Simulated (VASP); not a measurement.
TiO2, 3 atoms in the cell. It takes space group P-3m1 (No. 164, trigonal). Conventional cell: a = 2.968 Å, b = 2.968 Å, c = 4.524 Å, α = 90.00°, β = 90.00°, γ = 120.00°. Ti (site symmetry -3m) has 6 O at 1.96 Å within 2.6 Å. O (site symmetry 3m) has 3 Ti at 1.96 Å and 3 O at 2.57 Å within 2.6 Å. 

* Program: VASP 6.6.1
* Task: single point
* Functional: r2SCAN
* Dispersion: rVV10
* Potentials or basis: VASP PAW PBE potentials, release 64 (Ti_sv, O)
* Cutoff: 520 eV
* k mesh: 12 × 12 × 4
* Occupations: fermi-dirac, width 0.03 eV
* Spin: no spin polarisation
* Dipole correction: no
* Further INCAR settings: ALGO = Normal; EDIFF = 1e-06; NBANDS = 19

Potentials or basis: VASP PAW PBE potentials, release 64 (Ti_sv, O).

The run is started by

```sh
$ cat potpaw_PBE.64/Ti_sv/POTCAR potpaw_PBE.64/O/POTCAR > POTCAR
$ cp INCAR.step1 INCAR
$ mpirun -np 1 vasp_std > vasp.out
$ cp INCAR.step2 INCAR
$ mpirun -np 1 vasp_std > vasp.out
```

Hardware: 1 thread of Intel(R) Xeon(R) 6975P-C (Granite Rapids), with other jobs on the host.

Problem. How long does it take, and how much memory?

Solution. Wall time 96 s on 1 thread of Intel(R) Xeon(R) 6975P-C (Granite Rapids), with other jobs on the host, peak memory 0.28 GiB. Counts: k points 69.
